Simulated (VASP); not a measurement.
Co: single point with PBE

Crystal: Co.

```
CELL_PARAMETERS angstrom
2.45839 0.00000 0.00000
-1.22920 2.12903 0.00000
0.00000 0.00000 3.96069
ATOMIC_POSITIONS crystal
Co 0.33333 0.66667 0.25000
Co 0.66667 0.33333 0.75000
```

```json
{
 "Program": "VASP 6.6.1",
 "Task": "single point",
 "Functional": "PBE",
 "Potentials or basis": "VASP PAW PBE potentials, release 64 (Co)",
 "Cutoff": "600 eV",
 "k mesh": "8 × 8 × 4",
 "Occupations": "fermi-dirac, width 0.1 eV",
 "Spin": "no spin polarisation"
}
```

- Pressure: -0.9 GPa
- Band gap on the k mesh: zero (bands 9 and 10 overlap by 1.53 eV)

Stress tensor (GPa, compression positive):
```
-0.71  0.00  0.00
 0.00 -0.71  0.00
 0.00  0.00 -1.18
```

Levels at points of the mesh, in eV from the Fermi level:
```csv
k point,band 6,band 7,band 8,band 9,band 10,band 11,band 12,band 13
"(0.00, 0.00, 0.00)",-1.51,-1.51,-1.13,-1.13,-0.03,0.11,0.11,7.31
"(0.50, 0.00, 0.00)",-1.85,-1.46,0.25,0.38,0.42,1.98,4.00,10.31
"(0.00, 0.00, 0.50)",-1.95,-1.95,-1.95,-0.23,-0.23,-0.23,-0.23,15.88
"(0.50, 0.00, 0.50)",-1.00,-0.34,-0.34,0.35,0.35,1.93,1.93,8.12
```

Run time: 7.3 s on 1 thread of AMD EPYC 9R45 96-Core Processor (Zen 5), on a shared host, peak memory 0.11 GiB.

Caveat: the k points lie up to 0.40 Å⁻¹ apart, too coarse for converged energies and pressures of a metal; the run has no spin polarisation, though such a crystal can be magnetic. Spin polarisation is off, so any magnetic state and its effect on volume and gap are missing.
